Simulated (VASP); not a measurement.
# Be (Cmcm) in VASP: a series of runs

Runs on Be. Level: PBE. Tasks: single point.

Program: VASP 6.6.1. These are calculated values, not measurements. Logs are shortened: lines on timing, memory, paths and dates and some standing lists are left out, and cuts for length are marked.

## 1. The cell of the first run

Symmetry: Cmcm, No. 63, orthorhombic system. The conventional cell has a = 2.300 Å, b = 3.983 Å, c = 3.601 Å, α = 90.00°, β = 90.00°, γ = 90.00°. Within 2.6 Å of Be (site symmetry m2m) lie 12 Be at 1.94 to 2.48 Å.

## 2. Single point, PBE (atom 1 (Be) moved by (+0.600, +0.000) A along y and z)

Contents of INCAR:

```
ALGO = Fast ; EDIFF = 1E-7
ENCUT = 520 ; GGA = PE
ISIF = 2 ; ISMEAR = 0
LASPH = T ; LCHARG = T
LELF = T ; LREAL = F
LVHAR = T ; LWAVE = F
NBANDS = 9 ; NELM = 60
PREC = Accurate ; SIGMA = 0.15
```

Contents of KPOINTS:

```
k-points
0
Gamma
  24 24 14
```

Contents of POSCAR:

```
Be
1.0
    2.2995019849      0.0000000000      0.0000000000
   -1.1497509925      1.9914271350      0.0000000000
    0.0000000000      0.0000000000      3.6009000000
Be
2
Direct
    0.4839790661      0.9679581322      0.2500000000
    0.6666666667      0.3333333333      0.7500000000
```

Potentials or basis: VASP PAW PBE potentials, release 64 (Be).

Started as:

```bash
> cat potpaw_PBE.64/Be/POTCAR > POTCAR
> mpirun -np 1 vasp_std > vasp.out
```

OUTCAR:

```text
EDIFF = 1E-7
   ENCUT = 520
   GGA = PE
   ISIF = 2
   ISMEAR = 0
   LASPH = T
   LREAL = F
   NELM = 60
   PREC = Accurate

 ion  position               nearest neighbor table
   1  0.484  0.968  0.250-   2 1.94   2 1.94
   2  0.667  0.333  0.750-   1 1.94   1 1.94

  LATTYP: Found a hexagonal cell.
 ALAT       =     2.2995019849
 C/A-ratio  =     1.5659477677

  Lattice vectors:

 A1 = (   2.2995019849,   0.0000000000,   0.0000000000)
 A2 = (  -1.1497509925,   1.9914271350,   0.0000000000)
 A3 = (   0.0000000000,   0.0000000000,   3.6009000000)

Analysis of symmetry for initial positions (statically):
=====================================================================
 Subroutine PRICEL returns:
 Original cell was already a primitive cell.

 Routine SETGRP: Setting up the symmetry group for a
 hexagonal supercell.

 Subroutine GETGRP returns: Found  8 space group operations
 (whereof  2 operations were pure point group operations)
 out of a pool of 24 trial point group operations.

The static configuration has the point symmetry C_1h.
 The point group associated with its full space group is D_2h.

Analysis of symmetry for dynamics (positions and initial velocities):
=====================================================================
 Subroutine PRICEL returns:
 Original cell was already a primitive cell.

 Routine SETGRP: Setting up the symmetry group for a
 hexagonal supercell.

 Subroutine GETGRP returns: Found  8 space group operations
 (whereof  2 operations were pure point group operations)
 out of a pool of 24 trial point group operations.

The dynamic configuration has the point symmetry C_1h.
 The point group associated with its full space group is D_2h.

 Subroutine INISYM returns: Found  8 space group operations
 (whereof  2 operations are pure point group operations),
 and found     1 'primitive' translations

----------------------------------------------------------------------------------------

                                     Primitive cell

  volume of cell :      16.4896

  direct lattice vectors                    reciprocal lattice vectors
     2.299501985  0.000000000  0.000000000     0.434876772  0.251076221  0.000000000
    -1.149750993  1.991427135  0.000000000     0.000000000  0.502152443  0.000000000
     0.000000000  0.000000000  3.600900000     0.000000000  0.000000000  0.277708351

  length of vectors
     2.299501985  2.299501985  3.600900000     0.502152443  0.502152443  0.277708351

  position of ions in fractional coordinates (direct lattice)
     0.483979066  0.967958132  0.250000000
[... 80 lines left out ...]
   EDIFFG = 0.1E-05   stopping-criterion for IOM
   NSW    =      0    number of steps for IOM
   IBRION =     -1    ionic relax: 0-MD 1-quasi-New 2-CG
   NFREE  =      0    steps in history (QN), initial steepest desc. (CG)
   ISIF   =      2    stress and relaxation
   ISYM   =      2    0-nonsym 1-usesym 2-fastsym
   POTIM  = 0.5000    time-step for ionic-motion
   TEBEG  =    0.0;   TEEND  =   0.0 temperature during run
   PSTRESS=    0.0 pullay stress
   NELECT =       4.0000    total number of electrons
   NUPDOWN=      -1.0000    fix difference up-down
   EMIN   =  10.00;   EMAX   =-10.00  energy-range for DOS
   EFERMI =   0.00;   METHOD = LEGACY
   ISMEAR =     0;   SIGMA  =   0.15  broadening in eV -4-tet -1-fermi 0-gaus
   EFERMI_NEDOS =   21; number of points for ismear=-14 and -15
   IALGO  =     68    algorithm
   IMIX   =      4    mixing-type and parameters
     AMIX     =   0.40;   BMIX     =  1.00
     AMIX_MAG =   1.60;   BMIX_MAG =  1.00
  volume/ion in A,a.u.               =       8.24        55.64
  Fermi-wavevector in a.u.,A,eV,Ry     =   1.020998  1.929407 14.183227  1.042438
  Thomas-Fermi vector in A             =   2.154599
   LORBIT       =      0    0 simple, 1 ext, 2 COOP (PROOUT), +10 PAW based schemes
   GGA     = PE    functional components
   LHFCALC =     F    Hartree Fock is set to
   AEXX    =    0.0000 exact exchange contribution
   IVDW    =     0    specifies the selected vdW correction
   LEPSILON=     F    determine dielectric tensor
   LRPA    =     F    only Hartree local field effects (RPA)
 non-spin polarized calculation
 RMM-DIIS sequential band-by-band and
 Gauss-broadening in eV      SIGMA  =   0.15
  energy-cutoff  :      520.00
  volume of cell :       16.49
 maximum number of plane-waves:       470
 NGX is ok and might be reduce to    18
   NGX =  9   NGY =  9   NGZ = 13

 number of electron       4.0000000 magnetization

 Free energy of the ion-electron system (eV)
  ---------------------------------------------------
  ext. energy  EPLUGINS =         0.00000000
  ---------------------------------------------------
  free energy    TOTEN  =        -6.79123289 eV

  energy without entropy =       -6.78919924  energy(sigma->0) =       -6.79021607

 E-fermi :   6.9791     XC(G=0): -10.4621

 val. band max:        6.9754962017   @ k =   0.2917   0.2500   0.1429
 cond. band min:       6.9964573344   @ k =  -0.1250   0.4167   0.0000
 fundamental gap:      0.0209611328
 Fermi energy:         6.9790714250

 k-point     1 :       0.0000    0.0000    0.0000
  band No.  band energies     occupation
      1      -4.4191      2.00000
      2       2.2186      2.00000
      3       7.8054      0.00000
      4      22.2174      0.00000
      5      22.3313      0.00000
      6      24.2366      0.00000
      7      24.5310      0.00000
      8      27.9425      0.00000
      9      31.8162      0.00000
[... 265 lines left out ...]
 k-point    24 :       0.5000   -0.0000    0.0000
  band No.  band energies     occupation
      1       1.4088      2.00000
      2       4.6147      2.00000
      3       8.8473      0.00000
      4      11.4483      0.00000
      5      14.6988      0.00000
      6      16.8318      0.00000
      7      17.2869      0.00000
      8      19.5106      0.00000
      9      28.4726      0.00000

 [... further k-points ...]
[... 5 lines left out ...]
  --------------------------------------------------------------------------------------
  -------------------------------------------------------------------------------------
  Total       -1.4578227     -0.2610616      2.6860114      0.0000000     -0.0000000      0.0000000
  in kB     -141.6465571    -25.3655499    260.9811627      0.0000000     -0.0000000      0.0000000
  external PRESSURE =      31.3230186 kB  Pullay stress =       0.0000000 kB

 VOLUME and BASIS-vectors are now :
 -----------------------------------------------------------------------------
  energy-cutoff  :      520.00
  volume of cell :       16.49
      direct lattice vectors                 reciprocal lattice vectors
     2.299501985  0.000000000  0.000000000     0.434876772  0.251076221  0.000000000
    -1.149750993  1.991427135  0.000000000     0.000000000  0.502152443  0.000000000
     0.000000000  0.000000000  3.600900000     0.000000000  0.000000000  0.277708351

 POSITION                                       TOTAL-FORCE (eV/Angst)
 -----------------------------------------------------------------------------------
     -0.00000      1.92762      0.90023         0.000000     -2.357928      0.000000
      1.14975      0.66381      2.70068        -0.000000      2.357928     -0.000000
 -----------------------------------------------------------------------------------
    total drift:                                0.000000     -0.000000     -0.000000

  FREE ENERGIE OF THE ION-ELECTRON SYSTEM (eV)
  ---------------------------------------------------
  free  energy   TOTEN  =        -6.7912328912 eV

  energy  without entropy=       -6.7891992410  energy(sigma->0) =       -6.79021607
```

OSZICAR:

```text
N       E                     dE             d eps       ncg     rms          rms(c)
DAV:   1    -0.224068520008E+01   -0.22407E+01   -0.17603E+03 22760   0.363E+02
DAV:   2    -0.680639084367E+01   -0.45657E+01   -0.44716E+01 33390   0.529E+01
DAV:   3    -0.685571013078E+01   -0.49319E-01   -0.49139E-01 25728   0.378E+00
DAV:   4    -0.685578230774E+01   -0.72177E-04   -0.72173E-04 28623   0.154E-01
DAV:   5    -0.685578235148E+01   -0.43735E-07   -0.43929E-07 25415   0.341E-03    0.127E+00
RMM:   6    -0.680930939402E+01    0.46473E-01   -0.58082E-03 23061   0.773E-01    0.772E-01
RMM:   7    -0.679120476002E+01    0.18105E-01   -0.74974E-03 23664   0.739E-01    0.417E-02
RMM:   8    -0.679123349801E+01   -0.28738E-04   -0.44554E-04 25485   0.193E-01    0.123E-02
RMM:   9    -0.679123528313E+01   -0.17851E-05   -0.18211E-05 26542   0.289E-02    0.329E-03
RMM:  10    -0.679123330090E+01    0.19822E-05   -0.16556E-06 26266   0.864E-03    0.209E-03
RMM:  11    -0.679123280701E+01    0.49389E-06   -0.68743E-08 23941   0.219E-03    0.432E-04
RMM:  12    -0.679123289116E+01   -0.84147E-07   -0.55651E-09 21673   0.728E-04
   1 F= -.67912329E+01 E0= -.67902161E+01  d E =-.203365E-02
```

stdout:

```text
POSCAR found type information on POSCAR Be
 POSCAR found :  1 types and       2 ions
 scaLAPACK will be used
 LDA part: xc-table for (Slater+PW92), standard interpolation
 POSCAR, INCAR and KPOINTS ok, starting setup
 FFT: planning ... GRIDC
 FFT: planning ... GRID_SOFT
 FFT: planning ... GRID
 WAVECAR not read
 entering main loop
```

Run time: 61 s. Hardware: 1 thread of Intel Xeon 6975P-C (Granite Rapids), shared host; peak memory 0.26 GiB.

What came out:

- Free energy: -6.7912 eV
- Pressure: 3.1 GPa
- Largest force: 2.358 eV/Å
- Band gap on the k mesh: zero (band 2 reaches 7.82 eV, above the bottom of band 3 at 6.34 eV)

Forces in eV/Å, atoms in the order of the input:
```
Be   0.000 -2.358  0.000
Be   0.000  2.358  0.000
```

Stress tensor (GPa, compression positive):
```
-14.16   0.00   0.00
  0.00  -2.54   0.00
  0.00   0.00  26.10
```

Caveat: the cell differs from its parent crystal (atom 1 (Be) moved by (+0.600, +0.000) A along y and z); forces of over 1 eV/Å act on the atoms, so gaps and moduli don't describe the material at rest.

## 3. Single point, PBE (atom 1 (Be) moved by (-0.300, +0.000) A along y and z)

Contents of INCAR:

```
PREC     = Accurate       # precision mode
ENCUT    = 520            # plane-wave cutoff, eV
EDIFF    = 1E-6           # SCF threshold, eV
ISMEAR   = 0              # smearing method
SIGMA    = 0.15           # smearing width, eV
LREAL    = False          # projectors in reciprocal space
LASPH    = True           # aspherical terms in the spheres
NELM     = 100            # most SCF steps
ALGO     = Fast           # electronic algorithm
ISIF     = 2              # what is computed and relaxed
LWAVE    = False          # write WAVECAR
LCHARG   = False          # write CHGCAR
GGA      = PE             # functional
NBANDS   = 9              # bands
```

Contents of KPOINTS:

```
Automatic mesh
0
Gamma
  24 24 14
```

POSCAR, as its differences from that of step 2:

```diff
@@ -8,3 +8,3 @@
 Direct
-    0.4839790661      0.9679581322      0.2500000000
+    0.2580104669      0.5160209339      0.2500000000
     0.6666666667      0.3333333333      0.7500000000
```

Potentials or basis: VASP PAW PBE potentials, release 64 (Be).

Started as:

```bash
> cat potpaw_PBE.64/Be/POTCAR > POTCAR
> mpirun -np 1 vasp_std > vasp.out
```

Run time: 55 s. Hardware: 1 thread of Intel Xeon 6975P-C (Granite Rapids), shared host; peak memory 0.25 GiB.

The run converged. Its results:

| Property | Result |
| --- | --- |
| Free energy | -7.4113 eV |
| Pressure | -3.4 GPa |
| Largest force | 0.612 eV/Å |
| Band gap on the k mesh | zero (band 2 reaches 7.91 eV, above the bottom of band 3 at 5.79 eV) |

Forces on the atoms (eV/Å):
```
Be   0.000  0.612  0.000
Be   0.000 -0.612  0.000
```

Stress tensor (GPa, compression positive):
```
  1.29   0.00   0.00
  0.00 -11.28   0.00
  0.00   0.00  -0.06
```

Levels at points of the mesh, in eV from the Fermi level:
| k point | band 1 | band 2 | band 3 | band 4 | band 5 | band 6 | band 7 |
| --- | --- | --- | --- | --- | --- | --- | --- |
| (0.00, 0.00, 0.00) | -11.17 | -4.33 | 1.02 | 14.54 | 16.62 | 16.67 | 19.61 |
| (0.50, 0.00, 0.00) | -4.65 | -3.66 | 4.02 | 5.48 | 7.40 | 9.17 | 9.46 |
| (0.00, 0.50, 0.00) | -5.31 | -2.13 | 2.57 | 4.72 | 7.91 | 8.90 | 10.51 |
| (0.00, 0.00, 0.50) | -9.03 | -9.03 | 10.42 | 10.42 | 16.73 | 16.73 | 17.07 |
| (0.50, 0.00, 0.50) | -3.72 | -3.72 | 1.70 | 1.70 | 11.32 | 11.32 | 14.73 |
| (0.00, 0.50, 0.50) | -3.11 | -3.11 | 0.48 | 0.48 | 11.47 | 11.47 | 16.68 |

Caveat: the cell differs from its parent crystal (atom 1 (Be) moved by (-0.300, +0.000) A along y and z).

## 4. Single point, PBE (atom 1 (Be) moved by (+0.300, +0.000) A along y and z)

Contents of INCAR:

```
SYSTEM = Be
  PREC = Accurate
  ENCUT = 520
  EDIFF = 1E-6
  ISMEAR = 0
  SIGMA = 0.15
  LREAL = .FALSE.
  LASPH = .TRUE.
  NELM = 60
  ALGO = Fast
  ISIF = 2
  LWAVE = .FALSE.
  LCHARG = .TRUE.
  GGA = PE
  LELF = .TRUE.
  LVHAR = .TRUE.
  NBANDS = 9
```

Contents of KPOINTS:

```
Automatic mesh
0
G
  24 24 14
  0 0 0
```

POSCAR, as its differences from that of step 3:

```diff
@@ -8,3 +8,3 @@
 Direct
-    0.2580104669      0.5160209339      0.2500000000
+    0.4086561997      0.8173123994      0.2500000000
     0.6666666667      0.3333333333      0.7500000000
```

Potentials or basis: VASP PAW PBE potentials, release 64 (Be).

Started as:

```bash
> cat potpaw_PBE.64/Be/POTCAR > POTCAR
> mpirun -np 1 vasp_std > vasp.out
```

OUTCAR:

```text
SYSTEM = Be
   PREC = Accurate
   ENCUT = 520
   EDIFF = 1E-6
   ISMEAR = 0
   LREAL = .FALSE.
   LASPH = .TRUE.
   NELM = 60
   ISIF = 2
   GGA = PE

 ion  position               nearest neighbor table
   1  0.409  0.817  0.250-   2 2.07   2 2.07   2 2.34   2 2.34   2 2.34   2 2.34
   2  0.667  0.333  0.750-   1 2.07   1 2.07   1 2.34   1 2.34   1 2.34   1 2.34

  LATTYP: Found a hexagonal cell.
 ALAT       =     2.2995019849
 C/A-ratio  =     1.5659477677

  Lattice vectors:

 A1 = (   2.2995019849,   0.0000000000,   0.0000000000)
 A2 = (  -1.1497509925,   1.9914271350,   0.0000000000)
[... 470 lines left out ...]
      6      16.1001      0.00000
      7      16.8869      0.00000
      8      21.2418      0.00000
      9      28.2004      0.00000

 [... further k-points ...]
[... 5 lines left out ...]
  --------------------------------------------------------------------------------------
  -------------------------------------------------------------------------------------
  Total       -1.0761024     -0.0536171      0.3067462      0.0000000      0.0000000      0.0000000
  in kB     -104.5574310     -5.2096035     29.8044043      0.0000000      0.0000000      0.0000000
  external PRESSURE =     -26.6542101 kB  Pullay stress =       0.0000000 kB

 VOLUME and BASIS-vectors are now :
 -----------------------------------------------------------------------------
  energy-cutoff  :      520.00
  volume of cell :       16.49
      direct lattice vectors                 reciprocal lattice vectors
     2.299501985  0.000000000  0.000000000     0.434876772  0.251076221  0.000000000
    -1.149750993  1.991427135  0.000000000     0.000000000  0.502152443  0.000000000
     0.000000000  0.000000000  3.600900000     0.000000000  0.000000000  0.277708351

 POSITION                                       TOTAL-FORCE (eV/Angst)
 -----------------------------------------------------------------------------------
     -0.00000      1.62762      0.90023         0.000000     -1.240741      0.000000
      1.14975      0.66381      2.70068        -0.000000      1.240741      0.000000
 -----------------------------------------------------------------------------------
    total drift:                               -0.000000     -0.000000     -0.000000

  FREE ENERGIE OF THE ION-ELECTRON SYSTEM (eV)
  ---------------------------------------------------
  free  energy   TOTEN  =        -7.3463702896 eV

  energy  without entropy=       -7.3443053560  energy(sigma->0) =       -7.34533782
```

stdout:

```text
POSCAR found type information on POSCAR Be
 POSCAR found :  1 types and       2 ions
 scaLAPACK will be used
 LDA part: xc-table for (Slater+PW92), standard interpolation
 POSCAR, INCAR and KPOINTS ok, starting setup
 FFT: planning ... GRIDC
 FFT: planning ... GRID_SOFT
 FFT: planning ... GRID
 WAVECAR not read
 entering main loop
```

Run time: 56 s. Hardware: 1 thread of Intel Xeon 6975P-C (Granite Rapids), shared host; peak memory 0.26 GiB.

What came out:

```
Free energy            : -7.3464 eV
Pressure               : -2.7 GPa
Largest force          : 1.241 eV/Å
Band gap on the k mesh : zero (band 2 reaches 7.84 eV, above the bottom of band 3 at 5.87 eV)
```

Forces in eV/Å, atoms in the order of the input:
```
Be   0.000 -1.241  0.000
Be   0.000  1.241  0.000
```

Stress tensor (GPa, compression positive):
```
-10.46   0.00   0.00
  0.00  -0.52   0.00
  0.00   0.00   2.98
```

Levels at points of the mesh, in eV from the Fermi level:
| k point | band 1 | band 2 | band 3 | band 4 | band 5 |
| --- | --- | --- | --- | --- | --- |
| (0.00, 0.00, 0.00) | -11.20 | -4.38 | 0.99 | 14.83 | 16.40 |
| (0.50, 0.00, 0.00) | -5.18 | -2.69 | 2.82 | 5.52 | 7.16 |
| (0.00, 0.50, 0.00) | -4.34 | -4.13 | 4.51 | 4.78 | 8.34 |
| (0.00, 0.00, 0.50) | -9.07 | -9.07 | 10.34 | 10.34 | 16.73 |
| (0.50, 0.00, 0.50) | -3.40 | -3.40 | 0.91 | 0.91 | 11.32 |
| (0.00, 0.50, 0.50) | -3.82 | -3.82 | 1.82 | 1.82 | 11.52 |

Caveat: the cell differs from its parent crystal (atom 1 (Be) moved by (+0.300, +0.000) A along y and z); forces of over 1 eV/Å act on the atoms, so gaps and moduli don't describe the material at rest.
